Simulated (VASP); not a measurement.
Wanted: the native input for a VASP 6.6.1 run.

- Task: single point
- Functional: PBEsol
- Potentials or basis: VASP PAW PBE potentials, release 64 (Rh_pv)
- Cutoff: 520 eV
- k mesh: 18 × 18 × 12
- Occupations: gaussian, width 0.15 eV
- Spin: no spin polarisation
- Dipole correction: no
- Further INCAR settings: ALGO = Fast; EDIFF = 1e-06; NBANDS = 22

The structure of Rh lies in POSCAR:

```
Rh
1.0
    2.9358024704      0.0000000000      0.0000000000
   -1.4679012352      2.3650972278      0.0000000000
    0.0000000000      0.0000000000      4.4284890000
Rh
2
Direct
    0.6666666667      0.3333333333      0.7500000000
    0.3333333333      0.6666666667      0.2500000000
```

This cell differs from its parent crystal: strain +0.0750 x Voigt [1, 0, 0, 0, 0, 0].

These files were run (other wordings do the same):

INCAR

```
SYSTEM = Rh
ALGO     = Fast           ! electronic algorithm
EDIFF    = 1E-6           ! SCF threshold, eV
ENCUT    = 520            ! plane-wave cutoff, eV
GGA      = PS             ! functional
ISIF     = 2              ! what is computed and relaxed
ISMEAR   = 0              ! smearing method
LASPH    = .TRUE.         ! aspherical terms in the spheres
LCHARG   = .TRUE.         ! write CHGCAR
LELF     = .TRUE.         ! ELF
LREAL    = .FALSE.        ! projectors in reciprocal space
LVHAR    = .TRUE.       
LWAVE    = .FALSE.        ! write WAVECAR
NBANDS   = 22             ! bands
NELM     = 100            ! most SCF steps
PREC     = Accurate       ! precision mode
SIGMA    = 0.15           ! smearing width, eV
```

KPOINTS

```
k-points
0
G
  18 18 12
  0 0 0
```

Potentials or basis: VASP PAW PBE potentials, release 64 (Rh_pv).

Run with:

```sh
$ cat potpaw_PBE.64/Rh_pv/POTCAR > POTCAR
$ mpirun -np 1 vasp_std > vasp.out
```

Results of the run:

```json
{
  "Pressure": "-25.7 GPa",
  "Largest force": "0.108 eV/Å",
  "Band gap on the k mesh": "zero (bands 15 and 16 overlap by 1.98 eV)"
}
```

Caveat: the cell differs from its parent crystal (strain +0.0750 x Voigt [1, 0, 0, 0, 0, 0]); the cell stands under tension; the PAW data sets were made with another functional, which shifts forces and pressure a little.

It took 3.1 min on 1 thread of Intel(R) Xeon(R) Platinum 8488C (Sapphire Rapids), on a shared host, peak memory 0.42 GiB.
